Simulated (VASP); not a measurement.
# PbO (P4/nmm) in VASP: dielectric tensor with r2SCAN

Aim: the dielectric tensor of PbO with r2SCAN.

Program: VASP 6.6.1. These are calculated values, not measurements. Logs are shortened: lines on timing, memory, paths and dates and some standing lists are left out, and cuts for length are marked.

**1. The cell of the first run**

The structure is tetragonal, space group P4/nmm (No. 129). Conventional cell: a = 3.978 Å, b = 3.978 Å, c = 5.009 Å, α = 90.00°, β = 90.00°, γ = 90.00°. Pb (site symmetry 4mm) has 4 O at 2.32 Å within 3.1 Å. Within 3.1 Å of O (site symmetry -4m2) lie 4 Pb at 2.32 Å and 4 O at 2.81 Å.

**2. Dielectric tensor, r2SCAN**

Input file INCAR:

```
SYSTEM = PbO
ALGO = Normal ; EDIFF = 1E-8
ENCUT = 520 ; ISIF = 2
ISMEAR = 0 ; LASPH = .True.
LCALCEPS = .True. ; LCHARG = .False.
LMIXTAU = .True. ; LREAL = .False.
LWAVE = .False. ; METAGGA = R2SCAN
NELM = 60 ; PREC = Accurate
SIGMA = 0.01
```

Input file KPOINTS:

```
k-points
0
Gamma
  6 6 4
  0 0 0
```

Input file POSCAR:

```
PbO
1.0
    3.9784492919      0.0000000000      0.0000000000
    0.0000000000      3.9784492919      0.0000000000
    0.0000000000      0.0000000000      5.0093266658
Pb O
2 2
Direct
    0.0000000000      0.5000000000      0.2364092148
    0.5000000000      0.0000000000      0.7635907852
    0.5000000000      0.5000000000      0.0000000000
    0.0000000000      0.0000000000      0.0000000000
```

Potentials or basis: VASP PAW PBE potentials, release 64 (Pb_d, O).

Started as:

```
> cat potpaw_PBE.64/Pb_d/POTCAR potpaw_PBE.64/O/POTCAR > POTCAR
> mpirun -np 1 vasp_std > vasp.out
```

OUTCAR:

```text
SYSTEM = PbO
   EDIFF = 1E-8
   ENCUT = 520
   ISIF = 2
   ISMEAR = 0
   LASPH = .True.
   LREAL = .False.
   METAGGA = R2SCAN
   NELM = 60
   PREC = Accurate

 ion  position               nearest neighbor table
   1  0.000  0.500  0.236-   3 2.32   4 2.32   4 2.32   3 2.32   2 3.68   2 3.68   2 3.68   2 3.68
                             2 3.86   2 3.86   2 3.86   2 3.86
   2  0.500  0.000  0.764-   3 2.32   4 2.32   3 2.32   4 2.32   1 3.68   1 3.68   1 3.68   1 3.68
                             1 3.86   1 3.86   1 3.86   1 3.86
   3  0.500  0.500  0.000-   1 2.32   2 2.32   2 2.32   1 2.32
   4  0.000  0.000  0.000-   1 2.32   2 2.32   1 2.32   2 2.32

  LATTYP: Found a simple tetragonal cell.
 ALAT       =     3.9784492919
 C/A-ratio  =     1.2591153734

  Lattice vectors:

 A1 = (   3.9784492919,   0.0000000000,   0.0000000000)
 A2 = (   0.0000000000,   3.9784492919,   0.0000000000)
 A3 = (   0.0000000000,   0.0000000000,   5.0093266658)

Analysis of symmetry for initial positions (statically):
=====================================================================
 Subroutine PRICEL returns:
 Original cell was already a primitive cell.

 Routine SETGRP: Setting up the symmetry group for a
 simple tetragonal supercell.

 Subroutine GETGRP returns: Found 16 space group operations
 (whereof  8 operations were pure point group operations)
 out of a pool of 16 trial point group operations.

The static configuration has the point symmetry D_2d.
 The point group associated with its full space group is D_4h.

Analysis of symmetry for dynamics (positions and initial velocities):
=====================================================================
 Subroutine PRICEL returns:
 Original cell was already a primitive cell.

 Routine SETGRP: Setting up the symmetry group for a
 simple tetragonal supercell.

 Subroutine GETGRP returns: Found 16 space group operations
 (whereof  8 operations were pure point group operations)
 out of a pool of 16 trial point group operations.

The dynamic configuration has the point symmetry D_2d.
 The point group associated with its full space group is D_4h.

 Subroutine INISYM returns: Found 16 space group operations
 (whereof  8 operations are pure point group operations),
 and found     1 'primitive' translations

----------------------------------------------------------------------------------------

                                     Primitive cell

  volume of cell :      79.2879

  direct lattice vectors                    reciprocal lattice vectors
     3.978449292  0.000000000  0.000000000     0.251354215  0.000000000  0.000000000
     0.000000000  3.978449292  0.000000000     0.000000000  0.251354215  0.000000000
     0.000000000  0.000000000  5.009326666     0.000000000  0.000000000  0.199627628

  length of vectors
     3.978449292  3.978449292  5.009326666     0.251354215  0.251354215  0.199627628

  position of ions in fractional coordinates (direct lattice)
     0.000000000  0.500000000  0.236409215
     0.500000000  0.000000000  0.763590785
     0.500000000  0.500000000  0.000000000
     0.000000000  0.000000000  0.000000000

  ion indices of the primitive-cell ions
   primitive index   ion index
                 1           1
                 2           2
                 3           3
                 4           4

----------------------------------------------------------------------------------------

 KPOINTS: k-points

Automatic generation of k-mesh.
 Grid dimensions read from file:
 generate k-points for:    6    6    4

 Generating k-lattice:

  Cartesian coordinates                     Fractional coordinates (reciprocal lattice)
[... 49 lines left out ...]
   NGXF,Y,Z  is equivalent  to a cutoff of  25.07, 25.07, 26.55 a.u.
 SYSTEM =  PbO
   PREC   = accura    normal or accurate (medium, high low for compatibility)
   ISTART =      0    job   : 0-new  1-cont  2-samecut
   ICHARG =      2    charge: 1-file 2-atom 10-const
   ISPIN  =      1    spin polarized calculation?
   LNONCOLLINEAR =      F non collinear calculations
   LSORBIT =      F    spin-orbit coupling
   LASPH  =      T    aspherical Exc in radial PAW
   ENCUT  =  520.0 eV  38.22 Ry    6.18 a.u.   7.40  7.40  9.31*2*pi/ulx,y,z
   NELM   =     60;   NELMIN=  2; NELMDL= -5     # of ELM steps
   EDIFF  = 0.1E-07   stopping-criterion for ELM
   LREAL  =      F    real-space projection
   EDIFFG = 0.1E-06   stopping-criterion for IOM
   NSW    =      0    number of steps for IOM
   IBRION =     -1    ionic relax: 0-MD 1-quasi-New 2-CG
   NFREE  =      0    steps in history (QN), initial steepest desc. (CG)
   ISIF   =      2    stress and relaxation
   ISYM   =      2    0-nonsym 1-usesym 2-fastsym
   POTIM  = 0.5000    time-step for ionic-motion
   TEBEG  =    0.0;   TEEND  =   0.0 temperature during run
   PSTRESS=    0.0 pullay stress
   NELECT =      40.0000    total number of electrons
   NUPDOWN=      -1.0000    fix difference up-down
   EMIN   =  10.00;   EMAX   =-10.00  energy-range for DOS
   EFERMI =   0.00;   METHOD = LEGACY
   ISMEAR =     0;   SIGMA  =   0.01  broadening in eV -4-tet -1-fermi 0-gaus
   EFERMI_NEDOS =   21; number of points for ismear=-14 and -15
   IALGO  =     38    algorithm
   IMIX   =      4    mixing-type and parameters
     AMIX     =   0.40;   BMIX     =  1.00
     AMIX_MAG =   1.60;   BMIX_MAG =  1.00
  volume/ion in A,a.u.               =      19.82       133.77
  Fermi-wavevector in a.u.,A,eV,Ry     =   1.303244  2.462775 23.108756  1.698446
  Thomas-Fermi vector in A             =   2.434259
   LORBIT       =      0    0 simple, 1 ext, 2 COOP (PROOUT), +10 PAW based schemes
   METAGGA = R2SCAN    functional components
   LHFCALC =     F    Hartree Fock is set to
   AEXX    =    0.0000 exact exchange contribution
   IVDW    =     0    specifies the selected vdW correction
   LEPSILON=     F    determine dielectric tensor
   LRPA    =     F    only Hartree local field effects (RPA)
   LRPA       =     F
 non-spin polarized calculation
 Gauss-broadening in eV      SIGMA  =   0.01
  energy-cutoff  :      520.00
  volume of cell :       79.29
 maximum number of plane-waves:      2170
 NGX is ok and might be reduce to    30
   NGX = 15   NGY = 15   NGZ = 19

 Total electronic dipole moment: p[elc]=(     0.02284     0.00000     0.00000 ) |e| Angst

 Total electronic dipole moment: p[elc]=(     0.00000    -0.00000    -0.00000 ) |e| Angst

 number of electron      39.9999998 magnetization

 Free energy of the ion-electron system (eV)
  ---------------------------------------------------
  ext. energy  EPLUGINS =         0.00000000
  ---------------------------------------------------
  free energy    TOTEN  =      -129.50073755 eV

  energy without entropy =     -129.50073755  energy(sigma->0) =     -129.50073755

 E-fermi :   5.0017     XC(G=0): -10.4672

 val. band max:        4.9383624532   @ k =   0.0000   0.0000   0.0000
 cond. band min:   10000.0000000000   @ k =   0.0000   0.0000   0.0000
 fundamental gap:   9995.0616375468
 Fermi energy:         5.0016694804

 k-point     1 :       0.0000    0.0000    0.0000
  band No.  band energies     occupation
      1     -14.5407      2.00000
      2     -13.9100      2.00000
      3     -11.6184      2.00000
      4     -11.6184      2.00000
      5     -11.5475      2.00000
      6     -11.5425      2.00000
[... 637 lines left out ...]
     23   10000.0000      0.00000
     24   10000.0000      0.00000

 [... further k-points ...]

------------------------ aborting loop because EDIFF is reached ----------------------------------------

            Ionic dipole moment: p[ion]=(   -39.78449   -39.78449     0.00000 ) |e| Angst

 Total electronic dipole moment: p[elc]=(    -0.00000     0.00000     0.02050 ) |e| Angst

 MACROSCOPIC STATIC DIELECTRIC TENSOR (including local field effects)
 ------------------------------------------------------
           6.213015     0.000000     0.000000
          -0.000000     6.213015     0.000000
          -0.000000     0.000000     5.677489
 ------------------------------------------------------

 PIEZOELECTRIC TENSOR (including local field effects) (e Angst)
          XX          YY          ZZ          XY          YZ          ZX
  --------------------------------------------------------------------------------
  x     0.00000    -0.00000     0.00000     0.00000     0.00000     0.00000
  y     0.00000     0.00000     0.00000     0.00000     0.00000     0.00000
  z     0.00000     0.00000     0.00000     0.00000     0.00000     0.00000

 PIEZOELECTRIC TENSOR (including local field effects) (C/m^2)
          XX          YY          ZZ          XY          YZ          ZX
  --------------------------------------------------------------------------------
  x     0.00000    -0.00000     0.00000     0.00000     0.00000     0.00000
  y     0.00000     0.00000     0.00000     0.00000     0.00000     0.00000
  z     0.00000     0.00000     0.00000     0.00000     0.00000     0.00000

 BORN EFFECTIVE CHARGES (including local field effects) (in |e|, cummulative output)
 ---------------------------------------------------------------------------------
 ion    1
    1     3.18896     0.00000     0.00000
    2     0.00000     3.18896     0.00000
    3     0.00000     0.00000     2.34188
 ion    2
    1     3.18896     0.00000     0.00000
    2     0.00000     3.18896     0.00000
    3     0.00000     0.00000     2.34188
 ion    3
    1    -3.18896     0.00000    -0.00000
    2     0.00000    -3.18896     0.00000
    3     0.00000     0.00000    -2.34188
 ion    4
    1    -3.18896     0.00000     0.00000
    2     0.00000    -3.18896     0.00000
    3     0.00000     0.00000    -2.34188

  FORCE on cell =-STRESS in cart. coord.  units (eV):
  Direction    XX          YY          ZZ          XY          YZ          ZX
  --------------------------------------------------------------------------------------
  -------------------------------------------------------------------------------------
  Total        0.8877450      0.8877450      0.7880632      0.0000000      0.0000000      0.0000000
  in kB       17.9387357     17.9387357     15.9244564      0.0000000      0.0000000      0.0000000
  external PRESSURE =      17.2673093 kB  Pullay stress =       0.0000000 kB

 VOLUME and BASIS-vectors are now :
 -----------------------------------------------------------------------------
  energy-cutoff  :      520.00
  volume of cell :       79.29
      direct lattice vectors                 reciprocal lattice vectors
     3.978449292  0.000000000  0.000000000     0.251354215  0.000000000  0.000000000
     0.000000000  3.978449292  0.000000000     0.000000000  0.251354215  0.000000000
     0.000000000  0.000000000  5.009326666     0.000000000  0.000000000  0.199627628

 POSITION                                       TOTAL-FORCE (eV/Angst)
 -----------------------------------------------------------------------------------
      0.00000      1.98922      1.18425         0.000000      0.000000      0.096145
      1.98922      0.00000      3.82508         0.000000     -0.000000     -0.096145
      1.98922      1.98922      0.00000         0.000000      0.000000      0.000000
      0.00000      0.00000      0.00000         0.000000     -0.000000      0.000000
 -----------------------------------------------------------------------------------
    total drift:                                0.000000      0.000000     -0.000000

  FREE ENERGIE OF THE ION-ELECTRON SYSTEM (eV)
  ---------------------------------------------------
  free  energy   TOTEN  =      -129.5007375478 eV

  energy  without entropy=     -129.5007375478  energy(sigma->0) =     -129.50073755
```

Run time: 81 min. Hardware: 1 thread of Oxide Virtual Turin-like, shared host; peak memory 0.44 GiB.

What came out:

* Band gap on the k mesh: 1.53 eV (least direct gap 2.69 eV)
* Electronic dielectric tensor (diagonal): 6.21, 6.21, 5.68
* Born charges (mean of the diagonal): Pb +2.91; O -2.91 e

Levels at points of the mesh, in eV from the valence-band top:
```csv
k point,band 16,band 17,band 18,band 19,band 20,band 21,band 22,band 23,band 24
"(0.00, 0.00, 0.00)",-4.44,-1.84,-1.80,-1.80,0.00,2.80,5.87,6.06,6.06
"(0.50, 0.00, 0.00)",-3.33,-3.16,-3.16,-1.73,-1.73,3.77,3.77,7.05,7.05
"(0.50, 0.50, 0.00)",-3.58,-1.75,-1.75,-1.16,-1.16,1.54,1.54,5.70,5.70
"(0.00, 0.00, 0.50)",-4.29,-1.88,-1.83,-1.83,-1.01,2.32,4.39,4.39,4.51
"(0.50, 0.00, 0.50)",-3.80,-3.13,-3.13,-1.07,-1.07,3.41,3.41,6.77,6.77
"(0.50, 0.50, 0.50)",-4.01,-2.33,-2.33,-1.16,-1.16,3.81,3.81,5.22,5.22
```

Electronic dielectric tensor:
```
6.21 0.00 0.00
0.00 6.21 0.00
0.00 0.00 5.68
```

Born effective charge tensors (e):
atom 1, Pb
```
3.19 0.00 0.00
0.00 3.19 0.00
0.00 0.00 2.34
```
atom 2, Pb
```
3.19 0.00 0.00
0.00 3.19 0.00
0.00 0.00 2.34
```
atom 3, O
```
-3.19  0.00  0.00
 0.00 -3.19  0.00
 0.00  0.00 -2.34
```
atom 4, O
```
-3.19  0.00  0.00
 0.00 -3.19  0.00
 0.00  0.00 -2.34
```

Dipole moments of the cell (e·Å, modulo the quantum): ionic -39.784, -39.784, 0.000; electronic 0.000, 0.000, 0.021

Caveat: the PAW data sets were made with another functional, which shifts forces and pressure a little; spin-orbit coupling is left out, which moves the levels of the heavy elements.

The gap in the log of VASP goes by the Fermi energy; the results here count the filled bands.